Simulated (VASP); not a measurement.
# SnTe in VASP: settings compared, part 2 of 2

VASP 6.6.1. The steps go on from the part before.

**3. Single point, r2SCAN (epitaxial xy strain -1.2%)**

POSCAR reads:

```
SnTe
1.0
    0.0000000000      3.1494876435      3.1921029621
    3.1494876435      0.0000000000      3.1921029621
    3.1494876435      3.1494876435      0.0000000000
Sn Te
1 1
Direct
    0.0000000000      0.0000000000      0.0000000000
    0.5000000000      0.5000000000      0.5000000000
```

INCAR.step1 reads:

```
SYSTEM = SnTe
PREC = Accurate
ENCUT = 520
ISMEAR = -1
SIGMA = 0.02
LREAL = .False.
LASPH = .True.
NELM = 80
NBANDS = 17
GGA = PE
ALGO = Normal
EDIFF = 1E-4
LWAVE = .True.
LCHARG = .False.
```

INCAR.step2 reads:

```
SYSTEM = SnTe
PREC = Accurate
ENCUT = 520
EDIFF = 1E-6
ISMEAR = -1
SIGMA = 0.02
LREAL = .False.
LASPH = .True.
NELM = 80
ALGO = Normal
ISIF = 2
LWAVE = .False.
LCHARG = .True.
METAGGA = R2SCAN
LMIXTAU = .True.
LELF = .True.
LVHAR = .True.
NBANDS = 17
ISTART = 1
```

KPOINTS reads:

```
Automatic mesh
0
Gamma
  8 8 8
  0 0 0
```

Potentials or basis: VASP PAW PBE potentials, release 64 (Sn_d, Te).

Command:

```sh
> cat potpaw_PBE.64/Sn_d/POTCAR potpaw_PBE.64/Te/POTCAR > POTCAR
> cp INCAR.step1 INCAR
> mpirun -np 1 vasp_std > vasp.out
> cp INCAR.step2 INCAR
> mpirun -np 1 vasp_std > vasp.out
```

OUTCAR:

```text
SYSTEM = SnTe
   PREC = Accurate
   ENCUT = 520
   EDIFF = 1E-6
   ISMEAR = -1
   LREAL = .False.
   LASPH = .True.
   NELM = 80
   ISIF = 2
   METAGGA = R2SCAN
   ISTART = 1

 ion  position               nearest neighbor table
   1  0.000  0.000  0.000-   2 3.15   2 3.15   2 3.15   2 3.15   2 3.19   2 3.19
   2  0.500  0.500  0.500-   1 3.15   1 3.15   1 3.15   1 3.15   1 3.19   1 3.19

  LATTYP: Found a body centered tetragonal cell.
 ALAT       =     4.4540481400
 C/A-ratio  =     1.4333491071

  Lattice vectors:

 A1 = (  -3.1494876435,   0.0000000000,   3.1921029621)
 A2 = (   3.1494876435,   0.0000000000,   3.1921029621)
 A3 = (   0.0000000000,   3.1494876435,  -3.1921029621)

Analysis of symmetry for initial positions (statically):
=====================================================================
 Subroutine PRICEL returns:
 Original cell was already a primitive cell.

 Routine SETGRP: Setting up the symmetry group for a
 body centered tetragonal supercell.

 Subroutine GETGRP returns: Found 16 space group operations
 (whereof 16 operations were pure point group operations)
 out of a pool of 16 trial point group operations.

The static configuration has the point symmetry D_4h.

Analysis of symmetry for dynamics (positions and initial velocities):
=====================================================================
 Subroutine PRICEL returns:
 Original cell was already a primitive cell.

 Routine SETGRP: Setting up the symmetry group for a
 body centered tetragonal supercell.

 Subroutine GETGRP returns: Found 16 space group operations
 (whereof 16 operations were pure point group operations)
 out of a pool of 16 trial point group operations.

The dynamic configuration has the point symmetry D_4h.

 Subroutine INISYM returns: Found 16 space group operations
 (whereof 16 operations are pure point group operations),
 and found     1 'primitive' translations
[... 111 lines left out ...]
   EFERMI_NEDOS =   21; number of points for ismear=-14 and -15
   IALGO  =     38    algorithm
   IMIX   =      4    mixing-type and parameters
     AMIX     =   0.40;   BMIX     =  1.00
     AMIX_MAG =   1.60;   BMIX_MAG =  1.00
  volume/ion in A,a.u.               =      31.66       213.67
  Fermi-wavevector in a.u.,A,eV,Ry     =   1.114866  2.106791 16.911032  1.242926
  Thomas-Fermi vector in A             =   2.251465
   LORBIT       =      0    0 simple, 1 ext, 2 COOP (PROOUT), +10 PAW based schemes
   METAGGA = R2SCAN    functional components
   LHFCALC =     F    Hartree Fock is set to
   AEXX    =    0.0000 exact exchange contribution
   IVDW    =     0    specifies the selected vdW correction
   LEPSILON=     F    determine dielectric tensor
   LRPA    =     F    only Hartree local field effects (RPA)
 non-spin polarized calculation
  energy-cutoff  :      520.00
  volume of cell :       63.33
 maximum number of plane-waves:      1723
 NGX is ok and might be reduce to    36
   NGX = 17   NGY = 17   NGZ = 17

 number of electron      20.0000000 magnetization

 Free energy of the ion-electron system (eV)
  ---------------------------------------------------
  ext. energy  EPLUGINS =         0.00000000
  ---------------------------------------------------
  free energy    TOTEN  =       -50.67839543 eV

  energy without entropy =      -50.67804911  energy(sigma->0) =      -50.67822227

 E-fermi :   6.9490     XC(G=0): -10.0088

 val. band max:        6.9262042130   @ k =   0.5000   0.0000   0.0000
 cond. band min:       6.9717764539   @ k =   0.5000   0.0000   0.0000
 fundamental gap:      0.0455722410
 Fermi energy:         6.9489882677

 k-point     1 :       0.0000    0.0000    0.0000
  band No.  band energies     occupation
      1     -15.8935      2.00000
      2     -15.8888      2.00000
      3     -15.8823      2.00000
      4     -15.8823      2.00000
      5     -15.8784      2.00000
      6      -6.5409      2.00000
[... 457 lines left out ...]
      4     -15.8771      2.00000
      5     -15.8726      2.00000
      6      -5.5723      2.00000
[... 9 lines left out ...]
     16      15.1105      0.00000
     17      17.1295      0.00000

 [... further k-points ...]

------------------------ aborting loop because EDIFF is reached ----------------------------------------

  FORCE on cell =-STRESS in cart. coord.  units (eV):
  Direction    XX          YY          ZZ          XY          YZ          ZX
  --------------------------------------------------------------------------------------
  -------------------------------------------------------------------------------------
  Total        0.6389460      0.6389460     -0.0419492      0.0000000      0.0000000     -0.0000000
  in kB       16.1654593     16.1654593     -1.0613233      0.0000000      0.0000000     -0.0000000
  external PRESSURE =      10.4231984 kB  Pullay stress =       0.0000000 kB

 VOLUME and BASIS-vectors are now :
 -----------------------------------------------------------------------------
  energy-cutoff  :      520.00
  volume of cell :       63.33
      direct lattice vectors                 reciprocal lattice vectors
     0.000000000  3.149487644  3.192102962    -0.158755981  0.158755981  0.156636551
     3.149487644  0.000000000  3.192102962     0.158755981 -0.158755981  0.156636551
     3.149487644  3.149487644  0.000000000     0.158755981  0.158755981 -0.156636551

 POSITION                                       TOTAL-FORCE (eV/Angst)
 -----------------------------------------------------------------------------------
      0.00000      0.00000      0.00000        -0.000000     -0.000000     -0.000000
      3.14949      3.14949      3.19210         0.000000      0.000000      0.000000
 -----------------------------------------------------------------------------------
    total drift:                               -0.000000      0.000000      0.000000

  FREE ENERGIE OF THE ION-ELECTRON SYSTEM (eV)
  ---------------------------------------------------
  free  energy   TOTEN  =       -50.6783954304 eV

  energy  without entropy=      -50.6780491144  energy(sigma->0) =      -50.67822227
```

OUTCAR.step1:

```text
SYSTEM = SnTe
   PREC = Accurate
   ENCUT = 520
   ISMEAR = -1
   LREAL = .False.
   LASPH = .True.
[... 702 lines left out ...]
      0.00000      0.00000      0.00000        -0.000000     -0.000000      0.000000
      3.14949      3.14949      3.19210         0.000000      0.000000      0.000000
 -----------------------------------------------------------------------------------
    total drift:                               -0.000000      0.000000      0.000000

  FREE ENERGIE OF THE ION-ELECTRON SYSTEM (eV)
  ---------------------------------------------------
  free  energy   TOTEN  =        -7.5476831556 eV

  energy  without entropy=       -7.5474277458  energy(sigma->0) =       -7.54755545
```

OSZICAR.step1:

```text
N       E                     dE             d eps       ncg     rms          rms(c)
DAV:   1     0.125119201524E+03    0.12512E+03   -0.95902E+03  2019   0.136E+03
DAV:   2     0.387408045760E+01   -0.12125E+03   -0.11821E+03  2120   0.328E+02
DAV:   3    -0.727601575280E+01   -0.11150E+02   -0.11085E+02  2521   0.885E+01
DAV:   4    -0.758973471597E+01   -0.31372E+00   -0.31335E+00  2405   0.154E+01
DAV:   5    -0.760168187377E+01   -0.11947E-01   -0.11947E-01  2980   0.293E+00    0.458E+00
DAV:   6    -0.754601159343E+01    0.55670E-01   -0.12840E-01  2646   0.237E+00    0.289E+00
DAV:   7    -0.754727080409E+01   -0.12592E-02   -0.52985E-02  2391   0.111E+00    0.804E-01
DAV:   8    -0.754756295603E+01   -0.29215E-03   -0.71739E-03  2515   0.676E-01    0.180E-01
DAV:   9    -0.754769713549E+01   -0.13418E-03   -0.64608E-04  2623   0.243E-01    0.304E-02
DAV:  10    -0.754768315558E+01    0.13980E-04   -0.98346E-05  1645   0.876E-02
   1 F= -.75476832E+01 E0= -.75475555E+01  d E =-.255410E-03
```

It took 7.1 min on 1 thread of AMD EPYC 7R13, shared host; peak memory 0.22 GiB.

What came out:

| Property | Result |
| --- | --- |
| Free energy | -50.6784 eV |
| Pressure | 1.0 GPa |
| Band gap on the k mesh | 0.05 eV |

Levels at points of the mesh, in eV from the valence-band top:
| k point | band 6 | band 7 | band 8 | band 9 | band 10 | band 11 | band 12 | band 13 | band 14 | band 15 |
| --- | --- | --- | --- | --- | --- | --- | --- | --- | --- | --- |
| (0.00, 0.00, 0.00) | -13.47 | -4.85 | -2.56 | -2.56 | -2.41 | 3.13 | 3.47 | 3.47 | 4.86 | 4.96 |
| (0.50, 0.00, 0.00) | -12.14 | -8.80 | -2.17 | -2.13 | 0.00 | 0.05 | 0.23 | 0.26 | 8.12 | 8.98 |
| (0.50, 0.50, 0.00) | -11.87 | -6.75 | -5.93 | -4.10 | -4.10 | 2.33 | 5.04 | 5.04 | 6.41 | 9.10 |
| (0.50, 0.00, 0.50) | -11.79 | -6.85 | -5.96 | -4.21 | -4.05 | 2.29 | 4.79 | 5.16 | 6.64 | 9.08 |

Caveat: the cell differs from its parent crystal (epitaxial xy strain -1.2%); the PAW data sets were made with another functional, which shifts forces and pressure a little; spin-orbit coupling is left out, which moves the levels of the heavy elements.

**4. Single point, PBE (shear xy strain +4.2%)**

INCAR reads:

```
SYSTEM = SnTe
PREC = Accurate
ENCUT = 520
EDIFF = 1E-7
ISMEAR = -1
SIGMA = 0.02
LREAL = .False.
LASPH = .True.
NELM = 80
ALGO = Normal
ISIF = 2
LWAVE = .False.
LCHARG = .False.
GGA = PE
NBANDS = 17
```

KPOINTS is that of step 3.

POSCAR reads:

```
SnTe
1.0
    0.0668169784      3.1893545757      3.1893545757
    3.1893545757      0.0668169784      3.1893545757
    3.2561715541      3.2561715541      0.0000000000
Sn Te
1 1
Direct
    0.0000000000      0.0000000000      0.0000000000
    0.5000000000      0.5000000000      0.5000000000
```

Command:

```sh
> cat potpaw_PBE.64/Sn_d/POTCAR potpaw_PBE.64/Te/POTCAR > POTCAR
> mpirun -np 1 vasp_std > vasp.out
```

It took 3 min on 1 thread of AMD EPYC 7R13, shared host; peak memory 0.24 GiB.

The run converged. Its results:

| Property | Result |
| --- | --- |
| Free energy | -7.5574 eV |
| Pressure | 0.6 GPa |
| Band gap on the k mesh | zero (bands 10 and 11 overlap by 0.19 eV) |

Stress tensor (GPa, compression positive):
```
 0.62 -0.58  0.00
-0.58  0.62  0.00
 0.00  0.00  0.57
```

Levels at points of the mesh, in eV from the Fermi level:
| k point | band 8 | band 9 | band 10 | band 11 | band 12 | band 13 |
| --- | --- | --- | --- | --- | --- | --- |
| (0.00, 0.00, 0.00) | -2.24 | -2.06 | -1.86 | 3.21 | 3.26 | 3.34 |
| (0.50, 0.00, 0.00) | -1.84 | -1.75 | -0.11 | -0.10 | 0.27 | 0.41 |
| (0.50, 0.50, 0.00) | -5.33 | -3.78 | -3.36 | 2.32 | 4.67 | 4.83 |
| (0.00, 0.00, 0.50) | -1.72 | -1.60 | 0.09 | 0.13 | 0.48 | 0.57 |
| (0.50, 0.00, 0.50) | -5.33 | -3.58 | -3.58 | 2.31 | 4.68 | 4.74 |

Caveat: the cell differs from its parent crystal (shear xy strain +4.2%); semilocal functionals underestimate gaps, so a narrow gap can read as zero; spin-orbit coupling is left out, which moves the levels of the heavy elements.

**5. The runs side by side**

| level | cell | gap on the mesh (eV) | pressure (GPa) |
| --- | --- | --- | --- |
| PBE | a = 4.484, b = 4.484, c = 4.454 Å, angles 60.2, 60.2, 59.6°, 2 atoms | 0.07 | 1.7 |
| r2SCAN | a = 4.484, b = 4.484, c = 4.454 Å, angles 60.2, 60.2, 59.6°, 2 atoms | 0.05 | 1.0 |
| PBE | a = 4.511, b = 4.511, c = 4.605 Å, angles 59.3, 59.3, 58.6°, 2 atoms | none | 0.6 |

Alike in all rows: task single point; potentials or basis VASP PAW PBE potentials, release 64 (Sn_d, Te); no spin polarisation; k mesh 8 × 8 × 8; cutoff (eV) 520; smearing fermi-dirac 0.02 eV.

Caveats: spin-orbit coupling is left out, which moves the levels of the heavy elements; the PAW data sets were made with another functional, which shifts forces and pressure a little (at least some runs); semilocal functionals underestimate gaps, so a narrow gap can read as zero (at least some runs).

Total energies depend on the potentials used, so only differences within one code and one set of settings carry meaning.
